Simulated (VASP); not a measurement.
# BaTe in VASP: notebook, part 3 of 3

VASP 6.6.1. The steps go on from the part before.

## Step 5: Single point, PBE

Contents of INCAR:

```
PREC = Accurate ; ENCUT = 520
EDIFF = 1E-7 ; ISMEAR = 0
SIGMA = 0.02 ; LREAL = False
LASPH = True ; NELM = 100
ALGO = Normal ; ISIF = 2
LWAVE = False ; LCHARG = True
GGA = PE ; LELF = True
LVHAR = True ; NBANDS = 42
```

Contents of KPOINTS:

```
Automatic mesh
0
Gamma
  6 6 2
```

Contents of POSCAR:

```
BaTe
1.0
    4.9416168089      0.0000000000      0.0000000000
   -2.4708084045      4.2795656923      0.0000000000
    0.0000000000      0.0000000000     16.8018275000
Ba Te
4 4
Direct
    0.6666666667      0.3333333333      0.8771430000
    0.3333333333      0.6666666667      0.1228570000
    0.3333333333      0.6666666667      0.3771430000
    0.6666666667      0.3333333333      0.6228570000
    0.0000000000      0.0000000000      0.0000000000
    0.0000000000      0.0000000000      0.5000000000
    0.6666666667      0.3333333333      0.2500000000
    0.3333333333      0.6666666667      0.7500000000
```

Potentials or basis: VASP PAW PBE potentials, release 64 (Ba_sv, Te).

Launch:

```console
> cat potpaw_PBE.64/Ba_sv/POTCAR potpaw_PBE.64/Te/POTCAR > POTCAR
> mpirun -np 1 vasp_std > vasp.out
```

OUTCAR:

```text
PREC = Accurate
   ENCUT = 520
   EDIFF = 1E-7
   ISMEAR = 0
   LREAL = False
   LASPH = True
   NELM = 100
   ISIF = 2
   GGA = PE

 ion  position               nearest neighbor table
   1  0.667  0.333  0.877-   5 3.52   5 3.52   5 3.52   8 3.56   8 3.56   8 3.56   4 4.27
   2  0.333  0.667  0.123-   5 3.52   5 3.52   5 3.52   7 3.56   7 3.56   7 3.56   3 4.27
   3  0.333  0.667  0.377-   6 3.52   6 3.52   6 3.52   7 3.56   7 3.56   7 3.56   2 4.27
   4  0.667  0.333  0.623-   6 3.52   6 3.52   6 3.52   8 3.56   8 3.56   8 3.56   1 4.27
   5  0.000  0.000  0.000-   1 3.52   2 3.52   1 3.52   2 3.52   1 3.52   2 3.52
   6  0.000  0.000  0.500-   3 3.52   4 3.52   4 3.52   3 3.52   4 3.52   3 3.52
   7  0.667  0.333  0.250-   2 3.56   3 3.56   2 3.56   3 3.56   2 3.56   3 3.56
   8  0.333  0.667  0.750-   1 3.56   4 3.56   1 3.56   4 3.56   1 3.56   4 3.56

  LATTYP: Found a hexagonal cell.
 ALAT       =     4.9416168089
 C/A-ratio  =     3.4000668505

  Lattice vectors:

 A1 = (   4.9416168089,   0.0000000000,   0.0000000000)
 A2 = (  -2.4708084045,   4.2795656923,   0.0000000000)
 A3 = (   0.0000000000,   0.0000000000,  16.8018275000)

Analysis of symmetry for initial positions (statically):
=====================================================================
 Subroutine PRICEL returns:
 Original cell was already a primitive cell.

 Routine SETGRP: Setting up the symmetry group for a
 hexagonal supercell.

 Subroutine GETGRP returns: Found 24 space group operations
 (whereof 12 operations were pure point group operations)
 out of a pool of 24 trial point group operations.

The static configuration has the point symmetry D_3d.
 The point group associated with its full space group is D_6h.

Analysis of symmetry for dynamics (positions and initial velocities):
[... 136 lines left out ...]
  Thomas-Fermi vector in A             =   2.050298
   LORBIT       =      0    0 simple, 1 ext, 2 COOP (PROOUT), +10 PAW based schemes
   GGA     = PE    functional components
   LHFCALC =     F    Hartree Fock is set to
   AEXX    =    0.0000 exact exchange contribution
   IVDW    =     0    specifies the selected vdW correction
   LEPSILON=     F    determine dielectric tensor
   LRPA    =     F    only Hartree local field effects (RPA)
 non-spin polarized calculation
 Gauss-broadening in eV      SIGMA  =   0.02
  energy-cutoff  :      520.00
  volume of cell :      355.32
 maximum number of plane-waves:      9600
 NGX is ok and might be reduce to    40
   NGX = 19   NGY = 19   NGZ = 63

 number of electron      63.9999998 magnetization

 Free energy of the ion-electron system (eV)
  ---------------------------------------------------
  ext. energy  EPLUGINS =         0.00000000
  ---------------------------------------------------
  free energy    TOTEN  =       -34.20836543 eV

  energy without entropy =      -34.20836543  energy(sigma->0) =      -34.20836543

 E-fermi :   2.2799     XC(G=0):  -8.0952

 val. band max:        2.1278433574   @ k =   0.0000   0.0000   0.0000
 cond. band min:       3.7696281980   @ k =   0.5000  -0.0000   0.0000
 fundamental gap:      1.6417848406
 Fermi energy:         2.2798970059

 k-point     1 :       0.0000    0.0000    0.0000
  band No.  band energies     occupation
      1     -25.0957      2.00000
      2     -25.0903      2.00000
      3     -25.0830      2.00000
      4     -25.0775      2.00000
      5     -10.6535      2.00000
      6     -10.4802      2.00000
[... 619 lines left out ...]
     41       6.6725      0.00000
     42       6.6766      0.00000

------------------------ aborting loop because EDIFF is reached ----------------------------------------

  FORCE on cell =-STRESS in cart. coord.  units (eV):
  Direction    XX          YY          ZZ          XY          YZ          ZX
  --------------------------------------------------------------------------------------
  -------------------------------------------------------------------------------------
  Total        0.6372398      0.6372398      0.6909439     -0.0000000     -0.0000000      0.0000000
  in kB        2.8733476      2.8733476      3.1155024     -0.0000000     -0.0000000      0.0000000
  external PRESSURE =       2.9540659 kB  Pullay stress =       0.0000000 kB

 VOLUME and BASIS-vectors are now :
 -----------------------------------------------------------------------------
  energy-cutoff  :      520.00
  volume of cell :      355.32
      direct lattice vectors                 reciprocal lattice vectors
     4.941616809  0.000000000  0.000000000     0.202362919  0.116834286  0.000000000
    -2.470808405  4.279565692  0.000000000     0.000000000  0.233668571  0.000000000
     0.000000000  0.000000000 16.801827500     0.000000000  0.000000000  0.059517335

 POSITION                                       TOTAL-FORCE (eV/Angst)
 -----------------------------------------------------------------------------------
      2.47081      1.42652     14.73761        -0.000000      0.000000      0.004649
     -0.00000      2.85304      2.06422         0.000000     -0.000000     -0.004649
     -0.00000      2.85304      6.33669         0.000000     -0.000000      0.004649
      2.47081      1.42652     10.46514        -0.000000      0.000000     -0.004649
      0.00000      0.00000      0.00000        -0.000000      0.000000      0.000000
      0.00000      0.00000      8.40091        -0.000000      0.000000      0.000000
      2.47081      1.42652      4.20046        -0.000000      0.000000      0.000000
     -0.00000      2.85304     12.60137         0.000000      0.000000      0.000000
 -----------------------------------------------------------------------------------
    total drift:                               -0.000000      0.000000     -0.000000

  FREE ENERGIE OF THE ION-ELECTRON SYSTEM (eV)
  ---------------------------------------------------
  free  energy   TOTEN  =       -34.2083654341 eV

  energy  without entropy=      -34.2083654341  energy(sigma->0) =      -34.20836543
```

OSZICAR:

```text
N       E                     dE             d eps       ncg     rms          rms(c)
DAV:   1     0.456831485204E+03    0.45683E+03   -0.25098E+04  1176   0.126E+03
DAV:   2     0.261505198280E+01   -0.45422E+03   -0.43796E+03  1700   0.235E+02
DAV:   3    -0.335248508037E+02   -0.36140E+02   -0.35935E+02  1434   0.728E+01
DAV:   4    -0.346385727162E+02   -0.11137E+01   -0.11112E+01  1792   0.114E+01
DAV:   5    -0.346600843369E+02   -0.21512E-01   -0.21503E-01  1542   0.165E+00    0.714E+00
DAV:   6    -0.341700214943E+02    0.49006E+00   -0.10706E+00  1440   0.266E+00    0.486E+00
DAV:   7    -0.342021208948E+02   -0.32099E-01   -0.98515E-01  1552   0.313E+00    0.120E+00
DAV:   8    -0.342018604714E+02    0.26042E-03   -0.14850E-01  1424   0.107E+00    0.328E-01
DAV:   9    -0.342068114328E+02   -0.49510E-02   -0.95702E-03  1456   0.397E-01    0.118E-01
DAV:  10    -0.342074470570E+02   -0.63562E-03   -0.53720E-04  1808   0.639E-02    0.787E-02
DAV:  11    -0.342083305105E+02   -0.88345E-03   -0.10432E-03  1424   0.133E-01    0.135E-02
DAV:  12    -0.342083600007E+02   -0.29490E-04   -0.47313E-05  1632   0.221E-02    0.788E-03
DAV:  13    -0.342083635866E+02   -0.35859E-05   -0.42588E-06  1552   0.635E-03    0.516E-03
DAV:  14    -0.342083652375E+02   -0.16508E-05   -0.35936E-06  1440   0.637E-03    0.176E-03
DAV:  15    -0.342083653726E+02   -0.13514E-06   -0.39473E-07  1256   0.179E-03    0.239E-03
DAV:  16    -0.342083655092E+02   -0.13658E-06   -0.47426E-08   960   0.782E-04    0.140E-03
DAV:  17    -0.342083654341E+02    0.75096E-07   -0.53704E-08   936   0.710E-04
   1 F= -.34208365E+02 E0= -.34208365E+02  d E =-.247508E-28
```

stdout:

```text
POSCAR found type information on POSCAR BaTe
 POSCAR found :  2 types and       8 ions
 scaLAPACK will be used
 LDA part: xc-table for (Slater+PW92), standard interpolation
 POSCAR, INCAR and KPOINTS ok, starting setup
 FFT: planning ... GRIDC
 FFT: planning ... GRID_SOFT
 FFT: planning ... GRID
 WAVECAR not read
 entering main loop
```

Wall time 2.8 min (1 thread of Intel Xeon 6975P-C (Granite Rapids), shared host); peak memory 0.55 GiB.

Results:

| Item | Value |
| --- | --- |
| Free energy | -34.2084 eV |
| Pressure | 0.3 GPa |
| Largest force | 0.005 eV/Å |
| Band gap on the k mesh | 1.64 eV (least direct gap 2.01 eV) |

Forces in eV/Å, atoms in the order of the input:
```
Ba   0.000  0.000  0.005
Ba   0.000  0.000 -0.005
Ba   0.000  0.000  0.005
Ba   0.000  0.000 -0.005
Te   0.000  0.000  0.000
Te   0.000  0.000  0.000
Te   0.000  0.000  0.000
Te   0.000  0.000  0.000
```

Caveat: spin-orbit coupling is left out, which moves the levels of the heavy elements.

## Step 6: Overview

| cell | k mesh | smearing | gap on the mesh (eV) | pressure (GPa) |
| --- | --- | --- | --- | --- |
| a = 4.942, b = 4.942, c = 16.802 Å, angles 90.0, 90.0, 120.0°, 8 atoms, atomic positions A | 3 × 3 × 1 | gaussian 0.1 eV | 1.83 | 0.4 |
| a = 4.951, b = 4.956, c = 16.756 Å, angles 90.0, 90.0, 120.0°, 8 atoms, atomic positions B | 3 × 3 × 1 | gaussian 0.1 eV | 1.83 | 0.3 |
| a = 4.942, b = 4.942, c = 16.802 Å, angles 90.0, 90.0, 120.0°, 8 atoms, atomic positions A | 6 × 6 × 1 | gaussian 0.1 eV | 1.64 | 0.3 |
| a = 4.942, b = 4.942, c = 16.802 Å, angles 90.0, 90.0, 120.0°, 8 atoms, atomic positions A | 6 × 6 × 2 | gaussian 0.02 eV | 1.64 | 0.3 |

Alike in all rows: task single point; level PBE; potentials or basis VASP PAW PBE potentials, release 64 (Ba_sv, Te); no spin polarisation; cutoff (eV) 520.

Caveats: some runs use coarse meshes; spin-orbit coupling is left out, which moves the levels of the heavy elements.

Absolute energies hang on the potentials; compare differences alone.
